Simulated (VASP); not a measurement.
CO2, 6 atoms in the cell. Symmetry: I-42d, No. 122, tetragonal system. The conventional cell has a = 3.949 Å, b = 3.949 Å, c = 6.028 Å, α = 90.00°, β = 90.00°, γ = 90.00°. C (site symmetry -4) has 4 O at 1.40 Å within 1.9 Å. Within 1.9 Å of O (site symmetry 2) lie 2 C at 1.40 Å. 

* Program: VASP 6.6.1
* Task: single point
* Functional: LDA
* Potentials or basis: VASP PAW LDA potentials, release 64 (C, O)
* Cutoff: 520 eV
* k mesh: 6 × 6 × 6
* Occupations: gaussian, width 0.01 eV
* Spin: no spin polarisation
* Dipole correction: no
* Further INCAR settings: ALGO = Normal; EDIFF = 1e-07; NBANDS = 25

Potentials or basis: VASP PAW LDA potentials, release 64 (C, O).

The run is started by

```sh
$ cat potpaw_LDA.64/C/POTCAR potpaw_LDA.64/O/POTCAR > POTCAR
$ mpirun -np 1 vasp_std > vasp.out
```

Hardware: 1 thread of Intel(R) Xeon(R) Platinum 8488C (Sapphire Rapids), on a shared host.

Question: How long does it take, and how much memory?

Answer: It took 25 s on 1 thread of Intel(R) Xeon(R) Platinum 8488C (Sapphire Rapids) (shared host), peak memory 0.15 GiB. Counts: scf iterations 14, k points 30.
